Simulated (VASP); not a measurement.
Set up this calculation in VASP 6.6.1, as the native input.

* Task: single point
* Functional: PBEsol
* Potentials or basis: VASP PAW PBE potentials, release 64 (In_d, As)
* Cutoff: 520 eV
* k mesh: 3 × 3 × 3, shifted
* Occupations: methfessel-paxton, width 0.3 eV
* Spin: no spin polarisation
* Dipole correction: no
* Further INCAR settings: ALGO = Normal; EDIFF = 1e-06; NBANDS = 16; ISYM = 0

The structure of InAs lies in POSCAR:

```
InAs
1.0
    0.0000000000      2.8773040000      2.8773040000
    2.8773040000      0.0000000000      2.8773040000
    2.8773040000      2.8773040000      0.0000000000
In As
1 1
Direct
    0.5000000000      0.5000000000      0.5000000000
    0.0000000000      0.0000000000      0.0000000000
```

One way to write it, as run:

INCAR

```
ALGO = Normal ; EDIFF = 1E-6
ENCUT = 520 ; GGA = PS
ISIF = 2 ; ISMEAR = 1
ISYM = 0 ; LASPH = T
LCHARG = F ; LREAL = F
LWAVE = F ; NBANDS = 16
NELM = 100 ; PREC = Accurate
SIGMA = 0.3
```

KPOINTS

```
Automatic mesh
0
Gamma
  3 3 3
  0.5 0.5 0.5
```

Potentials or basis: VASP PAW PBE potentials, release 64 (In_d, As).

Command:

```console
$ cat potpaw_PBE.64/In_d/POTCAR potpaw_PBE.64/As/POTCAR > POTCAR
$ mpirun -np 1 vasp_std > vasp.out
```

It gave:

The pressure is -2.6 GPa. The band gap on the k mesh is zero (band 9 reaches 5.95 eV, above the bottom of band 10 at 5.10 eV).

Caveat: the k points lie up to 0.63 Å⁻¹ apart; the PAW data sets were made with another functional, which shifts forces and pressure a little; spin-orbit coupling is left out, which moves the levels of the heavy elements.

It took 45 s on 1 thread of AMD EPYC 7R43 64-Core Processor (Zen 3), on a shared host, peak memory 0.15 GiB.
